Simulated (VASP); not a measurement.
A run of VASP 6.6.1 is set up as follows.

Contents of INCAR:

```
SYSTEM = Li
PREC = Accurate
ENCUT = 520
EDIFF = 1E-7
ISMEAR = 1
SIGMA = 0.1
LREAL = .False.
LASPH = .True.
NELM = 80
ALGO = Normal
ISIF = 2
LWAVE = .False.
LCHARG = .False.
GGA = PS
IBRION = 2
NSW = 80
EDIFFG = -0.01
```

KPOINTS

```
regular mesh
0
Gamma
  7 7 2
  0 0 0
```

File POSCAR:

```
Li
1.0
    3.0343860000      0.0000000000      0.0000000000
   -1.5171930000      2.6278553609      0.0000000000
    0.0000000000      0.0000000000     10.2162080000
Li
4
Direct
   -0.0071760889      0.0001697627     -0.0043931849
   -0.0078966621     -0.0131650206      0.5035118713
    0.3407356107      0.6571334961      0.2522082481
    0.6801936482      0.3516787628      0.7501119661
```

Potentials or basis: VASP PAW PBE potentials, release 64 (Li_sv).

The run is started by

```sh
$ cat potpaw_PBE.64/Li_sv/POTCAR > POTCAR
$ mpirun -np 1 vasp_std > vasp.out
```

Question: What does it give for the energy gained by relaxing?

Answer: 0.8 meV/atom.

Question: What does it give for the band gap on the k mesh?

Answer: Zero (band 6 reaches 1.93 eV, above the bottom of band 7 at -1.87 eV).

Step by step:
```tsv
step	energy change (eV)	largest force (eV/Å)	pressure (GPa)
1	0.0000	0.0734	-0.16
2	-0.0004	0.0681	-0.16
3	-0.0014	0.0530	-0.16
4	-0.0028	0.0216	-0.17
5	-0.0023	0.0462	-0.17
6	-0.0031	0.0118	-0.17
7	-0.0031	0.0114	-0.17
8	-0.0032	0.0103	-0.17
9	-0.0033	0.0079	-0.17
```

Caveat: the cutoff is under 1.25 times the usual one of these potentials, so pressure, stress and relaxed cells hold a basis-set (Pulay) error; the PAW data sets were made with another functional, which shifts forces and pressure a little.
